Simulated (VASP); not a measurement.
A run of VASP 6.6.1:

File INCAR:

```
SYSTEM = TiB2
ALGO = Normal
EDIFF = 1E-6
EDIFFG = -0.01
ENCUT = 600
GGA = PE
IBRION = 2
ISIF = 4
ISMEAR = 0
LASPH = .TRUE.
LCHARG = .FALSE.
LREAL = .FALSE.
LWAVE = .FALSE.
NELM = 60
NSW = 50
PREC = Accurate
SIGMA = 0.1
```

Contents of KPOINTS:

```
k-points
0
G
  18 18 14
  0 0 0
```

File POSCAR:

```
TiB2
1.0
    3.1212468066      0.0000000000      0.0000000000
   -1.5606234033      2.7030790260      0.0000000000
    0.0000000000      0.0000000000      3.3463006557
Ti B
1 2
Direct
    0.0000000000      0.0000000000      0.0000000000
    0.3333333333      0.6666666667      0.5000000000
    0.6666666667      0.3333333333      0.5000000000
```

Potentials or basis: VASP PAW PBE potentials, release 64 (Ti_sv, B).

Launch:

```bash
$ cat potpaw_PBE.64/Ti_sv/POTCAR potpaw_PBE.64/B/POTCAR > POTCAR
$ mpirun -np 1 vasp_std > vasp.out
```

Hardware: 1 thread of Intel Xeon 8259CL, with other jobs on the host.

Question: How long does it take, and how much memory?

Answer: Run time: 5.1 min on 1 thread of Intel Xeon 8259CL, with other jobs on the host, peak memory 0.28 GiB. Counts: scf iterations 20, k points 296, ion steps 2.
